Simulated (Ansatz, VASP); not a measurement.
**Cd in VASP and in Ansatz**

```
Cd
1.0
     2.97887    0.00000    0.00000
    -1.48944    2.57978    0.00000
     0.00000    0.00000    5.61765
Cd
2
Direct
  0.33333 0.66667 0.25000
  0.66667 0.33333 0.75000
```

Alike in both runs: task single point; functional LDA; k mesh 16 × 16 × 7; occupations fermi-dirac, width 0.05 eV; no spin polarisation.

|  | VASP | Ansatz |
| --- | --- | --- |
| version | VASP 6.6.1 | Ansatz 0.2.0 |
| potentials or method | VASP PAW LDA potentials, release 64 (Cd), cutoff 520 eV | all-electron LAPW, scalar-relativistic |

VASP gave:

```
pressure (GPa)                                                : -3.9
traceless stress, the component that is largest in VASP (GPa) : 0.64
```

Which values does Ansatz return?

Pressure (GPa): -4.4; traceless stress, the component that is largest in VASP (GPa): 0.85.

LDA's correlation is that of Perdew and Zunger in VASP and of Perdew and Wang (1992) in Ansatz. Ansatz ran all-electron here, and VASP with PAW potentials.
